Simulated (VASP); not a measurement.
A run of VASP 6.6.1:

Contents of INCAR:

```
SYSTEM = Te2Mo
ALGO = Normal ; EDIFF = 1E-6
ENCUT = 520 ; ISIF = 2
ISMEAR = -1 ; LASPH = .TRUE.
LCHARG = .FALSE. ; LREAL = .FALSE.
LWAVE = .FALSE. ; NBANDS = 20
NELM = 80 ; PREC = Accurate
SIGMA = 0.05
```

The input KPOINTS:

```
k-points
0
G
  9 9 2
  0 0 0
```

The input POSCAR:

```
Te2Mo
1.0
    3.4875546084      0.0000000000      0.0000000000
   -1.7437773042      3.0203108879      0.0000000000
    0.0000000000      0.0000000000     17.1663236088
Te Mo
2 1
Direct
    0.3333333333      0.6666666667      0.1021445500
    0.3333333333      0.6666666667      0.8978554500
    0.0000000000      0.0000000000      0.0000000000
```

Potentials or basis: VASP PAW LDA potentials, release 64 (Te, Mo_sv).

The run is started by

```console
$ cat potpaw_LDA.64/Te/POTCAR potpaw_LDA.64/Mo_sv/POTCAR > POTCAR
$ mpirun -np 1 vasp_std > vasp.out
```

Hardware: 1 thread of Intel(R) Xeon(R) 6975P-C (Granite Rapids), with other jobs on the host.

Task: How long does it take, and how much memory?

Result: Wall time 68 s on 1 thread of Intel(R) Xeon(R) 6975P-C (Granite Rapids), on a shared host, peak memory 0.28 GiB. Counts: scf iterations 21, k points 24.
